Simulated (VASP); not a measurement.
Write the native input for VASP 6.6.1 that does the following.

```yaml
Task: single point
Functional: PBE
Potentials_or_basis: VASP PAW PBE potentials, release 64 (Ni, O)
Cutoff: 520 eV
k_mesh: 22 × 22 × 22
Occupations: gaussian, width 0.15 eV
Spin: collinear spin, ferromagnetic start
Starting_moments: "[1.61, 0.33] μB"
Dipole_correction: no
Further_INCAR_settings: ALGO = Fast; EDIFF = 1e-06; NBANDS = 19
```

The structure of NiO lies in POSCAR:

```
NiO
1.0
   -0.4532164904      1.8910067358      1.8910067358
    1.8910067358     -0.4532164904      1.8910067358
    1.8910067358      1.8910067358     -0.4532164904
Ni O
1 1
Direct
    0.0000000000      0.0000000000      0.0000000000
    0.5000000000      0.5000000000      0.5000000000
```

This cell differs from its parent crystal: ratio of the length along [111] to the lengths across it x 0.71, volume and fractional coordinates fixed.

These files were run (other wordings do the same):

INCAR

```
SYSTEM = NiO
ALGO = Fast
EDIFF = 1E-6
ENCUT = 520
GGA = PE
ISIF = 2
ISMEAR = 0
ISPIN = 2
LASPH = .True.
LCHARG = .False.
LMAXMIX = 4
LORBIT = 11
LREAL = .False.
LWAVE = .False.
MAGMOM = 1.61 0.33
NBANDS = 19
NELM = 150
PREC = Accurate
SIGMA = 0.15
```

KPOINTS

```
k-points
0
Gamma
  22 22 22
  0 0 0
```

Potentials or basis: VASP PAW PBE potentials, release 64 (Ni, O).

Command:

```console
$ cat potpaw_PBE.64/Ni/POTCAR potpaw_PBE.64/O/POTCAR > POTCAR
$ mpirun -np 1 vasp_std > vasp.out
```

Results of the run:

| Quantity | Value |
| --- | --- |
| Pressure | -2.4 GPa |
| Net moment | 1.56 μB per cell |
| Site moments | Ni +1.25; O +0.27 μB |
| Valence electrons inside the program's atomic spheres | Ni 8.94; O 4.93 |

Caveat: a cell with one magnetic atom can't hold antiferromagnetic order, which such compounds often take.

Wall time 14 min on 1 thread of Oxide Virtual Turin-like Processor, on a shared host, peak memory 0.55 GiB.
